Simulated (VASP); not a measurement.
# AlRu (Pm-3m) in VASP: notebook, part 2 of 2

VASP 6.6.1.

### Step 4. Single point, LDA

This run uses another cell than the first one, of 12.88 Å³/atom, 1.015 times its volume.

Input file INCAR:

```
PREC     = Accurate       # precision mode
ENCUT    = 500            # plane-wave cutoff, eV
EDIFF    = 1E-6           # SCF threshold, eV
ISMEAR   = 0              # smearing method
SIGMA    = 0.1            # smearing width, eV
LREAL    = F              # projectors in reciprocal space
LASPH    = T              # aspherical terms in the spheres
NELM     = 120            # most SCF steps
ALGO     = Normal         # electronic algorithm
ISIF     = 2              # what is computed and relaxed
LWAVE    = F              # write WAVECAR
LCHARG   = F              # write CHGCAR
NBANDS   = 16             # bands
GGA_COMPAT= F
```

Input file KPOINTS:

```
regular mesh
0
Gamma
  9 9 9
```

Input file POSCAR:

```
AlRu
1.0
    2.9534758302      0.0000000000      0.0000000000
    0.0000000000      2.9534758302      0.0000000000
    0.0000000000      0.0000000000      2.9534758302
Al Ru
1 1
Direct
    0.0000000000      0.0000000000      0.0000000000
    0.5000000000      0.5000000000      0.5000000000
```

Potentials or basis: VASP PAW LDA potentials, release 64 (Al, Ru_pv).

On the command line:

```
$ cat potpaw_LDA.64/Al/POTCAR potpaw_LDA.64/Ru_pv/POTCAR > POTCAR
$ mpirun -np 1 vasp_std > vasp.out
```

OUTCAR:

```text
PREC = Accurate
   ENCUT = 500
   EDIFF = 1E-6
   ISMEAR = 0
   LREAL = F
   LASPH = T
   NELM = 120
   ISIF = 2

 ion  position               nearest neighbor table
   1  0.000  0.000  0.000-   2 2.56   2 2.56   2 2.56   2 2.56   2 2.56   2 2.56   2 2.56   2 2.56

   2  0.500  0.500  0.500-   1 2.56   1 2.56   1 2.56   1 2.56   1 2.56   1 2.56   1 2.56   1 2.56

  LATTYP: Found a simple cubic cell.
 ALAT       =     2.9534758302

  Lattice vectors:

 A1 = (   2.9534758302,   0.0000000000,   0.0000000000)
 A2 = (   0.0000000000,   2.9534758302,   0.0000000000)
 A3 = (   0.0000000000,   0.0000000000,   2.9534758302)

Analysis of symmetry for initial positions (statically):
=====================================================================
 Subroutine PRICEL returns:
 Original cell was already a primitive cell.

 Routine SETGRP: Setting up the symmetry group for a
 simple cubic supercell.

 Subroutine GETGRP returns: Found 48 space group operations
 (whereof 48 operations were pure point group operations)
 out of a pool of 48 trial point group operations.

The static configuration has the point symmetry O_h .

Analysis of symmetry for dynamics (positions and initial velocities):
=====================================================================
 Subroutine PRICEL returns:
 Original cell was already a primitive cell.

 Routine SETGRP: Setting up the symmetry group for a
 simple cubic supercell.

 Subroutine GETGRP returns: Found 48 space group operations
 (whereof 48 operations were pure point group operations)
 out of a pool of 48 trial point group operations.

The dynamic configuration has the point symmetry O_h .

 Subroutine INISYM returns: Found 48 space group operations
 (whereof 48 operations are pure point group operations),
 and found     1 'primitive' translations

----------------------------------------------------------------------------------------

                                     Primitive cell

  volume of cell :      25.7632

  direct lattice vectors                    reciprocal lattice vectors
     2.953475830  0.000000000  0.000000000     0.338584115  0.000000000  0.000000000
     0.000000000  2.953475830  0.000000000     0.000000000  0.338584115  0.000000000
     0.000000000  0.000000000  2.953475830     0.000000000  0.000000000  0.338584115

  length of vectors
     2.953475830  2.953475830  2.953475830     0.338584115  0.338584115  0.338584115

  position of ions in fractional coordinates (direct lattice)
     0.000000000  0.000000000  0.000000000
     0.500000000  0.500000000  0.500000000

  ion indices of the primitive-cell ions
   primitive index   ion index
                 1           1
                 2           2

----------------------------------------------------------------------------------------

 KPOINTS: regular mesh

Automatic generation of k-mesh.
 Grid dimensions read from file:
 generate k-points for:    9    9    9

 Generating k-lattice:

  Cartesian coordinates                     Fractional coordinates (reciprocal lattice)
     0.037620457  0.000000000  0.000000000     0.111111111  0.000000000  0.000000000
     0.000000000  0.037620457  0.000000000     0.000000000  0.111111111  0.000000000
     0.000000000  0.000000000  0.037620457     0.000000000  0.000000000  0.111111111

  Length of vectors
     0.037620457  0.037620457  0.037620457

  Shift w.r.t. Gamma in fractional coordinates (k-lattice)
     0.000000000  0.000000000  0.000000000

 Subroutine IBZKPT returns following result:
 ===========================================

 Found     35 irreducible k-points:

 Following reciprocal coordinates:
            Coordinates               Weight
  0.000000  0.000000  0.000000      1.000000
  0.111111  0.000000  0.000000      6.000000
  0.222222  0.000000  0.000000      6.000000
  0.333333  0.000000  0.000000      6.000000
  0.444444  0.000000  0.000000      6.000000
  0.111111  0.111111  0.000000     12.000000
[... 16 lines left out ...]
  0.333333  0.333333  0.111111     24.000000
  0.444444  0.333333  0.111111     48.000000
 [... further k-points ...]
   k-points           NKPTS =     35   k-points in BZ     NKDIM =     35   number of bands    NBANDS=     16
   number of dos      NEDOS =    301   number of ions     NIONS =      2
   total plane-waves  NPLWV =  13824
   dimension x,y,z NGX =    24 NGY =   24 NGZ =   24
   dimension x,y,z NGXF=    48 NGYF=   48 NGZF=   48
   ions per type =               1   1
   NGX,Y,Z   is equivalent  to a cutoff of  13.51, 13.51, 13.51 a.u.
   NGXF,Y,Z  is equivalent  to a cutoff of  27.02, 27.02, 27.02 a.u.
 SYSTEM =  unknown system
   PREC   = accura    normal or accurate (medium, high low for compatibility)
   ISTART =      0    job   : 0-new  1-cont  2-samecut
   ICHARG =      2    charge: 1-file 2-atom 10-const
   ISPIN  =      1    spin polarized calculation?
   LNONCOLLINEAR =      F non collinear calculations
   LSORBIT =      F    spin-orbit coupling
   LASPH  =      T    aspherical Exc in radial PAW
   ENCUT  =  500.0 eV  36.75 Ry    6.06 a.u.   5.38  5.38  5.38*2*pi/ulx,y,z
   NELM   =    120;   NELMIN=  2; NELMDL= -5     # of ELM steps
   EDIFF  = 0.1E-05   stopping-criterion for ELM
   LREAL  =      F    real-space projection
   EDIFFG = 0.1E-04   stopping-criterion for IOM
   NSW    =      0    number of steps for IOM
   IBRION =     -1    ionic relax: 0-MD 1-quasi-New 2-CG
   NFREE  =      0    steps in history (QN), initial steepest desc. (CG)
   ISIF   =      2    stress and relaxation
   ISYM   =      2    0-nonsym 1-usesym 2-fastsym
   POTIM  = 0.5000    time-step for ionic-motion
   TEBEG  =    0.0;   TEEND  =   0.0 temperature during run
   PSTRESS=    0.0 pullay stress
   NELECT =      17.0000    total number of electrons
   NUPDOWN=      -1.0000    fix difference up-down
   EMIN   =  10.00;   EMAX   =-10.00  energy-range for DOS
   EFERMI =   0.00;   METHOD = LEGACY
   ISMEAR =     0;   SIGMA  =   0.10  broadening in eV -4-tet -1-fermi 0-gaus
   EFERMI_NEDOS =   21; number of points for ismear=-14 and -15
   IALGO  =     38    algorithm
   IMIX   =      4    mixing-type and parameters
     AMIX     =   0.40;   BMIX     =  1.00
     AMIX_MAG =   1.60;   BMIX_MAG =  1.00
  volume/ion in A,a.u.               =      12.88        86.93
  Fermi-wavevector in a.u.,A,eV,Ry     =   1.425250  2.693332 27.638025  2.031338
  Thomas-Fermi vector in A             =   2.545654
   LORBIT       =      0    0 simple, 1 ext, 2 COOP (PROOUT), +10 PAW based schemes
   GGA     = CA    functional components
   LHFCALC =     F    Hartree Fock is set to
   AEXX    =    0.0000 exact exchange contribution
   IVDW    =     0    specifies the selected vdW correction
   LEPSILON=     F    determine dielectric tensor
   LRPA    =     F    only Hartree local field effects (RPA)
 non-spin polarized calculation
 Gauss-broadening in eV      SIGMA  =   0.10
  energy-cutoff  :      500.00
  volume of cell :       25.76
 maximum number of plane-waves:       667
 NGX is ok and might be reduce to    24
   NGX = 11   NGY = 11   NGZ = 11

 number of electron      16.9999998 magnetization

 Free energy of the ion-electron system (eV)
  ---------------------------------------------------
  ext. energy  EPLUGINS =         0.00000000
  ---------------------------------------------------
  free energy    TOTEN  =       -16.18522227 eV

  energy without entropy =      -16.17609465  energy(sigma->0) =      -16.18065846

 E-fermi :  10.9842     XC(G=0): -12.9935

 val. band max:       10.9821000760   @ k =   0.4444   0.4444   0.1111
 cond. band min:      10.9859945802   @ k =   0.4444   0.1111   0.1111
 fundamental gap:      0.0038945042
 Fermi energy:        10.9841897500

 k-point     1 :       0.0000    0.0000    0.0000
  band No.  band energies     occupation
      1     -30.5395      2.00000
      2     -30.5395      2.00000
      3     -30.5395      2.00000
      4       1.1836      2.00000
      5       7.2567      2.00000
      6       7.2567      2.00000
[... 8 lines left out ...]
     15      22.6896      0.00000
     16      26.7185      0.00000
[... 419 lines left out ...]
 k-point    24 :       0.4444    0.3333    0.1111
  band No.  band energies     occupation
      1     -30.7512      2.00000
      2     -30.6933      2.00000
      3     -30.5304      2.00000
      4       5.0546      2.00000
      5       7.1575      2.00000
      6       8.4406      2.00000
[... 8 lines left out ...]
     15      24.4284      0.00000
     16      24.8678      0.00000

 [... further k-points ...]

------------------------ aborting loop because EDIFF is reached ----------------------------------------

  FORCE on cell =-STRESS in cart. coord.  units (eV):
  Direction    XX          YY          ZZ          XY          YZ          ZX
  --------------------------------------------------------------------------------------
  -------------------------------------------------------------------------------------
  Total        0.0935683      0.0935683      0.0935683     -0.0000000     -0.0000000      0.0000000
  in kB        5.8188730      5.8188730      5.8188730     -0.0000000     -0.0000000      0.0000000
  external PRESSURE =       5.8188730 kB  Pullay stress =       0.0000000 kB

 VOLUME and BASIS-vectors are now :
 -----------------------------------------------------------------------------
  energy-cutoff  :      500.00
  volume of cell :       25.76
      direct lattice vectors                 reciprocal lattice vectors
     2.953475830  0.000000000  0.000000000     0.338584115  0.000000000  0.000000000
     0.000000000  2.953475830  0.000000000     0.000000000  0.338584115  0.000000000
     0.000000000  0.000000000  2.953475830     0.000000000  0.000000000  0.338584115

 POSITION                                       TOTAL-FORCE (eV/Angst)
 -----------------------------------------------------------------------------------
      0.00000      0.00000      0.00000         0.000000      0.000000      0.000000
      1.47674      1.47674      1.47674         0.000000      0.000000      0.000000
 -----------------------------------------------------------------------------------
    total drift:                                0.000000     -0.000000     -0.000000

  FREE ENERGIE OF THE ION-ELECTRON SYSTEM (eV)
  ---------------------------------------------------
  free  energy   TOTEN  =       -16.1852222720 eV

  energy  without entropy=      -16.1760946517  energy(sigma->0) =      -16.18065846
```

Wall time 3.7 s (1 thread of Intel Xeon 6975P-C (Granite Rapids), shared host); peak memory 0.13 GiB.

Results:

```
Free energy : -16.1852 eV
Pressure    : 0.6 GPa
```

### Step 5. Single point, LDA

This run uses another cell than the first one, of 13.07 Å³/atom, 1.030 times its volume.

Input file INCAR:

```
SYSTEM = AlRu
PREC     = Accurate       ! precision mode
ENCUT    = 500            ! plane-wave cutoff, eV
EDIFF    = 1E-6           ! SCF threshold, eV
ISMEAR   = 0              ! smearing method
SIGMA    = 0.1            ! smearing width, eV
LREAL    = .FALSE.        ! projectors in reciprocal space
LASPH    = .TRUE.         ! aspherical terms in the spheres
NELM     = 120            ! most SCF steps
ALGO     = Normal         ! electronic algorithm
ISIF     = 2              ! what is computed and relaxed
LWAVE    = .FALSE.        ! write WAVECAR
LCHARG   = .TRUE.         ! write CHGCAR
GGA      = CA             ! functional
LELF     = .TRUE.         ! ELF
LVHAR    = .TRUE.       
NBANDS   = 16             ! bands
GGA_COMPAT= .FALSE.
```

Input file KPOINTS:

```
Automatic mesh
0
G
  9 9 9
  0 0 0
```

Input file POSCAR:

```
AlRu
1.0
    2.9681699817      0.0000000000      0.0000000000
    0.0000000000      2.9681699817      0.0000000000
    0.0000000000      0.0000000000      2.9681699817
Al Ru
1 1
Direct
    0.0000000000      0.0000000000      0.0000000000
    0.5000000000      0.5000000000      0.5000000000
```

On the command line:

```
$ cat potpaw_LDA.64/Al/POTCAR potpaw_LDA.64/Ru_pv/POTCAR > POTCAR
$ mpirun -np 1 vasp_std > vasp.out
```

Wall time 3.9 s (1 thread of Intel Xeon 6975P-C (Granite Rapids), shared host); peak memory 0.13 GiB.

Results (log left out):

```yaml
Free_energy: -16.1828 eV
Pressure: -2.8 GPa
```

Levels at points of the mesh, in eV from the Fermi level:
```tsv
k point	band 5	band 6	band 7	band 8	band 9	band 10	band 11	band 12	band 13	band 14
(0.00, 0.00, 0.00)	-3.64	-3.64	0.25	0.25	0.25	6.22	6.22	6.22	11.26	11.26
```

### Step 6. Overview

| cell | gap on the mesh (eV) | pressure (GPa) |
| --- | --- | --- |
| a = 2.939 Å, 2 atoms | none | 4.3 |
| a = 2.953 Å, 2 atoms | none | 0.6 |
| a = 2.968 Å, 2 atoms | none | -2.8 |

Alike in all rows: task single point; level LDA; potentials or basis VASP PAW LDA potentials, release 64 (Al, Ru_pv); no spin polarisation; k mesh 9 × 9 × 9; cutoff (eV) 500; smearing gaussian 0.1 eV.

Absolute energies hang on the potentials; compare differences alone.
